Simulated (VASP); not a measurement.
# Cr (Im-3m) in VASP: a series of runs, part 2 of 2

VASP 6.6.1. The steps go on from the part before.

**4. Single point, LDA**

INCAR reads:

```
SYSTEM = Cr
PREC     = Accurate       ! precision mode
ENCUT    = 520            ! plane-wave cutoff, eV
EDIFF    = 1E-6           ! SCF threshold, eV
ISMEAR   = -1             ! smearing method
SIGMA    = 0.6            ! smearing width, eV
LREAL    = .False.        ! projectors in reciprocal space
LASPH    = .True.         ! aspherical terms in the spheres
NELM     = 100            ! most SCF steps
ALGO     = Normal         ! electronic algorithm
ISIF     = 2              ! what is computed and relaxed
LWAVE    = .False.        ! write WAVECAR
LCHARG   = .False.        ! write CHGCAR
GGA      = CA             ! functional
NBANDS   = 12             ! bands
```

KPOINTS reads:

```
regular mesh
0
Gamma
  16 16 16
  0 0 0
```

POSCAR reads:

```
Cr
1.0
   -1.3942485114      1.3942485114      1.3942485114
    1.3942485114     -1.3942485114      1.3942485114
    1.3942485114      1.3942485114     -1.3942485114
Cr
1
Direct
    0.0000000000      0.0000000000      0.0000000000
```

Potentials or basis: VASP PAW LDA potentials, release 64 (Cr_pv).

Command:

```
$ cat potpaw_LDA.64/Cr_pv/POTCAR > POTCAR
$ mpirun -np 1 vasp_std > vasp.out
```

OUTCAR:

```text
SYSTEM = Cr
   PREC = Accurate
   ENCUT = 520
   EDIFF = 1E-6
   ISMEAR = -1
   LREAL = .False.
   LASPH = .True.
   NELM = 100
   ISIF = 2
   GGA = CA

 ion  position               nearest neighbor table
   1  0.000  0.000  0.000-

  LATTYP: Found a body centered cubic cell.
 ALAT       =     2.7884970228

  Lattice vectors:

 A1 = (  -1.3942485114,   1.3942485114,   1.3942485114)
 A2 = (   1.3942485114,  -1.3942485114,   1.3942485114)
 A3 = (   1.3942485114,   1.3942485114,  -1.3942485114)

Analysis of symmetry for initial positions (statically):
=====================================================================
 Subroutine PRICEL returns:
 Original cell was already a primitive cell.

 Routine SETGRP: Setting up the symmetry group for a
 body centered cubic supercell.

 Subroutine GETGRP returns: Found 48 space group operations
 (whereof 48 operations were pure point group operations)
 out of a pool of 48 trial point group operations.

The static configuration has the point symmetry O_h .

Analysis of symmetry for dynamics (positions and initial velocities):
=====================================================================
 Subroutine PRICEL returns:
 Original cell was already a primitive cell.

 Routine SETGRP: Setting up the symmetry group for a
 body centered cubic supercell.

 Subroutine GETGRP returns: Found 48 space group operations
 (whereof 48 operations were pure point group operations)
 out of a pool of 48 trial point group operations.

The dynamic configuration has the point symmetry O_h .

 Subroutine INISYM returns: Found 48 space group operations
 (whereof 48 operations are pure point group operations),
 and found     1 'primitive' translations

----------------------------------------------------------------------------------------
[... 114 lines left out ...]
  Thomas-Fermi vector in A             =   2.774862
   LORBIT       =      0    0 simple, 1 ext, 2 COOP (PROOUT), +10 PAW based schemes
   GGA     = CA    functional components
   LHFCALC =     F    Hartree Fock is set to
   AEXX    =    0.0000 exact exchange contribution
   IVDW    =     0    specifies the selected vdW correction
   LEPSILON=     F    determine dielectric tensor
   LRPA    =     F    only Hartree local field effects (RPA)
 non-spin polarized calculation
  energy-cutoff  :      520.00
  volume of cell :       10.84
 maximum number of plane-waves:       321
 NGX is ok and might be reduce to    18
   NGX =  9   NGY =  9   NGZ =  9

 number of electron      12.0000011 magnetization

 Free energy of the ion-electron system (eV)
  ---------------------------------------------------
  ext. energy  EPLUGINS =         0.00000000
  ---------------------------------------------------
  free energy    TOTEN  =       -11.24459910 eV

  energy without entropy =       -9.81922014  energy(sigma->0) =      -10.53190962

 E-fermi :  11.6902     XC(G=0): -14.3584

 val. band max:       11.6815156632   @ k =  -0.3125   0.3750   0.2500
 cond. band min:      11.7331159821   @ k =   0.3750   0.0625   0.0000
 fundamental gap:      0.0516003189
 Fermi energy:        11.6902368180

 k-point     1 :       0.0000    0.0000    0.0000
  band No.  band energies     occupation
      1     -30.2688      2.00000
      2     -30.2688      2.00000
      3     -30.2688      2.00000
      4       3.7336      2.00000
      5      10.8911      1.58231
      6      10.8911      1.58231
      7      10.8911      1.58231
      8      13.1091      0.17180
      9      13.1091      0.17180
     10      17.4320      0.00014
     11      34.5332      0.00000
     12      34.5332      0.00000
[... 331 lines left out ...]
 k-point    24 :       0.2500    0.1875    0.0000
  band No.  band energies     occupation
      1     -31.1805      2.00000
      2     -30.6370      2.00000
      3     -30.3670      2.00000
      4       7.8737      1.99655
      5       9.4292      1.95487
      6      10.1302      1.86174
      7      12.7500      0.29201
      8      13.6177      0.07740
      9      15.4523      0.00378
     10      17.4316      0.00014
     11      26.3835      0.00000
     12      27.9801      0.00000

 [... further k-points ...]

------------------------ aborting loop because EDIFF is reached ----------------------------------------

  FORCE on cell =-STRESS in cart. coord.  units (eV):
  Direction    XX          YY          ZZ          XY          YZ          ZX
  --------------------------------------------------------------------------------------
  -------------------------------------------------------------------------------------
  Total        0.9415043      0.9415043      0.9415043      0.0000000      0.0000000      0.0000000
  in kB      139.1401086    139.1401086    139.1401086      0.0000000      0.0000000      0.0000000
  external PRESSURE =     139.1401086 kB  Pullay stress =       0.0000000 kB

 VOLUME and BASIS-vectors are now :
 -----------------------------------------------------------------------------
  energy-cutoff  :      520.00
  volume of cell :       10.84
      direct lattice vectors                 reciprocal lattice vectors
    -1.394248511  1.394248511  1.394248511     0.000000000  0.358616126  0.358616126
     1.394248511 -1.394248511  1.394248511     0.358616126  0.000000000  0.358616126
     1.394248511  1.394248511 -1.394248511     0.358616126  0.358616126  0.000000000

 POSITION                                       TOTAL-FORCE (eV/Angst)
 -----------------------------------------------------------------------------------
      0.00000      0.00000      0.00000        -0.000000      0.000000     -0.000000
 -----------------------------------------------------------------------------------
    total drift:                                0.000000      0.000000      0.000000

  FREE ENERGIE OF THE ION-ELECTRON SYSTEM (eV)
  ---------------------------------------------------
  free  energy   TOTEN  =       -11.2445990956 eV

  energy  without entropy=       -9.8192201400  energy(sigma->0) =      -10.53190962
```

stdout:

```text
POSCAR found type information on POSCAR Cr
 POSCAR found :  1 types and       1 ions
 scaLAPACK will be used
 LDA part: xc-table for (Slater(with rela. corr.)+CA(PZ))
 , standard interpolation
 POSCAR, INCAR and KPOINTS ok, starting setup
 FFT: planning ... GRIDC
 FFT: planning ... GRID_SOFT
 FFT: planning ... GRID
 WAVECAR not read
 entering main loop
```

Wall time 7.8 s (1 thread of Intel Xeon Platinum 8488C (Sapphire Rapids), shared host); peak memory 0.12 GiB.

What came out:

```yaml
Free_energy: -11.2446 eV
Pressure: 13.9 GPa
Band_gap_on_the_k_mesh: zero (band 6 reaches 14.64 eV, above the bottom of band 7 at 10.89 eV)
```

Levels at points of the mesh, in eV from the Fermi level:
| k point | band 3 | band 4 | band 5 | band 6 | band 7 | band 8 | band 9 | band 10 |
| --- | --- | --- | --- | --- | --- | --- | --- | --- |
| (0.00, 0.00, 0.00) | -41.96 | -7.96 | -0.80 | -0.80 | -0.80 | 1.42 | 1.42 | 5.74 |
| (0.50, 0.00, 0.00) | -41.97 | -4.64 | -2.52 | 1.44 | 1.45 | 1.81 | 3.39 | 5.74 |
| (0.50, 0.50, 0.50) | -42.75 | -4.62 | -4.62 | 2.95 | 2.95 | 2.95 | 5.74 | 11.27 |

Caveat: the run has no spin polarisation, though such a crystal can be magnetic. Spin polarisation is off, so any magnetic state and its effect on volume and gap are missing.

**5. Single point, LDA**

INCAR reads:

```
SYSTEM = Cr
PREC = Accurate
ENCUT = 520
EDIFF = 1E-6
ISMEAR = -1
SIGMA = 1.0
LREAL = .False.
LASPH = .True.
NELM = 60
ALGO = Normal
ISIF = 2
LWAVE = .False.
LCHARG = .False.
NBANDS = 12
```

KPOINTS is that of step 4.

POSCAR is that of step 4.

Potentials or basis: VASP PAW LDA potentials, release 64 (Cr_pv).

Command:

```
$ cat potpaw_LDA.64/Cr_pv/POTCAR > POTCAR
$ mpirun -np 1 vasp_std > vasp.out
```

OUTCAR:

```text
SYSTEM = Cr
   PREC = Accurate
   ENCUT = 520
   EDIFF = 1E-6
   ISMEAR = -1
   LREAL = .False.
   LASPH = .True.
   NELM = 60
   ISIF = 2

 ion  position               nearest neighbor table
   1  0.000  0.000  0.000-

  LATTYP: Found a body centered cubic cell.
 ALAT       =     2.7884970228

  Lattice vectors:

 A1 = (  -1.3942485114,   1.3942485114,   1.3942485114)
 A2 = (   1.3942485114,  -1.3942485114,   1.3942485114)
 A3 = (   1.3942485114,   1.3942485114,  -1.3942485114)
[... 537 lines left out ...]
     11      26.5060      0.00000
     12      28.0579      0.00000

 [... further k-points ...]

------------------------ aborting loop because EDIFF is reached ----------------------------------------

  FORCE on cell =-STRESS in cart. coord.  units (eV):
  Direction    XX          YY          ZZ          XY          YZ          ZX
  --------------------------------------------------------------------------------------
  -------------------------------------------------------------------------------------
  Total        2.4839719      2.4839719      2.4839719      0.0000000     -0.0000000      0.0000000
  in kB      367.0935057    367.0935057    367.0935057      0.0000000     -0.0000000      0.0000000
  external PRESSURE =     367.0935057 kB  Pullay stress =       0.0000000 kB

 VOLUME and BASIS-vectors are now :
 -----------------------------------------------------------------------------
  energy-cutoff  :      520.00
  volume of cell :       10.84
      direct lattice vectors                 reciprocal lattice vectors
    -1.394248511  1.394248511  1.394248511     0.000000000  0.358616126  0.358616126
     1.394248511 -1.394248511  1.394248511     0.358616126  0.000000000  0.358616126
     1.394248511  1.394248511 -1.394248511     0.358616126  0.358616126  0.000000000

 POSITION                                       TOTAL-FORCE (eV/Angst)
 -----------------------------------------------------------------------------------
      0.00000      0.00000      0.00000        -0.000000      0.000000     -0.000000
 -----------------------------------------------------------------------------------
    total drift:                                0.000000      0.000000      0.000000

  FREE ENERGIE OF THE ION-ELECTRON SYSTEM (eV)
  ---------------------------------------------------
  free  energy   TOTEN  =       -12.5377206147 eV

  energy  without entropy=       -8.5352646498  energy(sigma->0) =      -10.53649263
```

stdout:

```text
POSCAR found type information on POSCAR Cr
 POSCAR found :  1 types and       1 ions
 scaLAPACK will be used
 LDA part: xc-table for (Slater(with rela. corr.)+CA(PZ))
 , standard interpolation
 POSCAR, INCAR and KPOINTS ok, starting setup
 FFT: planning ... GRIDC
 FFT: planning ... GRID_SOFT
 FFT: planning ... GRID
 WAVECAR not read
 entering main loop
```

Wall time 8 s (1 thread of Intel Xeon Platinum 8488C (Sapphire Rapids), shared host); peak memory 0.12 GiB.

What came out:

| Quantity | Value |
| --- | --- |
| Free energy | -12.5377 eV |
| Pressure | 36.7 GPa |
| Band gap on the k mesh | zero (band 6 reaches 14.92 eV, above the bottom of band 7 at 11.11 eV) |

Caveat: the run has no spin polarisation, though such a crystal can be magnetic.

**6. Overview**

| smearing | gap on the mesh (eV) | pressure (GPa) |
| --- | --- | --- |
| fermi-dirac 0.2 eV | none | 0.8 |
| fermi-dirac 0.3 eV | none | 2.4 |
| fermi-dirac 0.6 eV | none | 13.9 |
| fermi-dirac 1 eV | none | 36.7 |

Alike in all rows: task single point; level LDA; potentials or basis VASP PAW LDA potentials, release 64 (Cr_pv); no spin polarisation; cell as given; k mesh 16 × 16 × 16; cutoff (eV) 520.

Every run on the cell as given and a fine mesh finds a metal.

Caveats: the run has no spin polarisation, though such a crystal can be magnetic.

Total energies depend on the potentials used, so only differences within one code and one set of settings carry meaning.
